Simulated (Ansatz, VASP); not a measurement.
## ZrH3 in VASP and in Ansatz

```xyz
4
Lattice="3.1260 0.0000 0.0000 0.0000 3.1260 0.0000 0.0000 0.0000 3.1260" Properties=species:S:1:pos:R:3 pbc="T T T"
Zr    0.0000    0.0000    0.0000
H     0.0000    1.5630    1.5630
H     1.5630    0.0000    1.5630
H     1.5630    1.5630    0.0000
```

Alike in both runs: task single point; functional PBEsol; k mesh 11 × 11 × 11; no spin polarisation.

|  | VASP | Ansatz |
| --- | --- | --- |
| version | VASP 6.6.1 | Ansatz 0.2.0 |
| potentials or method | VASP PAW PBE potentials, release 64 (Zr_sv, H), cutoff 520 eV | plane waves, PAW |
| occupations | methfessel-paxton of order 1, width 0.1 eV | cold |
| valence electrons in the cell | 15 | 15 |

|  | VASP | Ansatz | Ansatz less VASP |
| --- | --- | --- | --- |
| pressure (GPa) | -4.5 | -4.5 | +0.01 |

VASP's potentials were made for PBE, not for PBEsol.
